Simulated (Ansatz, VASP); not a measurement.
**One calculation of InW4, two programs**

```
In W
1.0
     4.81112    0.00000    0.00000
     0.00000    4.81112    0.00000
     0.00000    0.00000    4.81112
In W
1 4
Direct
  0.00000 0.00000 0.00000
  0.00000 0.50000 0.50000
  0.50000 0.00000 0.50000
  0.50000 0.50000 0.00000
  0.50000 0.50000 0.50000
```

Alike in both runs: functional PBE; k mesh 4 × 4 × 4; occupations gaussian, width 0.1 eV; no spin polarisation.

Ansatz relaxed the structure, and its values are those at the end. VASP's run is a single point on that final structure, the one shown.

|  | VASP | Ansatz |
| --- | --- | --- |
| version | VASP 6.6.1 | Ansatz 0.2.0 |
| potentials or method | VASP PAW PBE potentials, release 64 (In_d, W_sv), cutoff 520 eV | scalar-relativistic, plane waves, PAW |
| valence electrons in the cell | 69 | 69 |

VASP gave:

* gap on the k mesh at the Fermi level (eV): none
* pressure (GPa): 0.7

Question: What did Ansatz give for the same quantities?

Answer: gap on the k mesh at the Fermi level (eV): none; pressure (GPa): -0.1.

A gap of «none» marks a metal or a gap that the smearing closes.

Spin-orbit coupling is off throughout.
